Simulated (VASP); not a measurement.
# GaN: single point with PBE

GaN:

```
Ga N
1.0
     3.18893    0.00000    0.00000
    -1.59447    2.76169    0.00000
     0.00000    0.00000    5.19236
Ga N
2 2
Direct
  0.66667 0.33333 0.51834
  0.33333 0.66667 0.99908
  0.66667 0.33333 0.87592
  0.33333 0.66667 0.37592
```

* Program: VASP 6.6.1
* Task: single point
* Functional: PBE
* Potentials or basis: VASP PAW PBE potentials, release 64 (Ga_d, N)
* Cutoff: 520 eV
* k mesh: 12 × 12 × 7
* Occupations: gaussian, width 0.05 eV
* Spin: no spin polarisation

| Property | Result |
| --- | --- |
| Pressure | 5.9 GPa |
| Largest force | 2.360 eV/Å |
| Band gap on the k mesh | 1.71 eV, direct |

Forces in eV/Å, atoms in the order of the input:
```
Ga   0.000  0.000 -2.360
Ga   0.000  0.000  0.838
N    0.000  0.000  1.012
N    0.000  0.000  0.510
```

Stress tensor (GPa, compression positive):
```
 3.59  0.00  0.00
 0.00  3.59  0.00
 0.00  0.00 10.38
```

Levels at points of the mesh, in eV from the valence-band top:
```
           k point  band 14  band 15  band 16  band 17  band 18  band 19  band 20  band 21  band 22  band 23
(0.00, 0.00, 0.00)    -1.29    -1.29    -0.30     0.00     0.00     1.71     4.20     8.99     9.71     9.71
(0.50, 0.00, 0.00)    -5.27    -4.46    -2.93    -2.48    -0.94     4.84     5.46     5.84     8.41     9.97
```

Wall time 110 s on 1 thread of Intel(R) Xeon(R) Platinum 8175M CPU @ 2.50GHz (Skylake/Cascade Lake) (shared host), peak memory 0.23 GiB.

Caveat: forces of over 1 eV/Å act on the atoms, so gaps and moduli don't describe the material at rest. As with any semilocal functional, this PBE gap is likely too small.
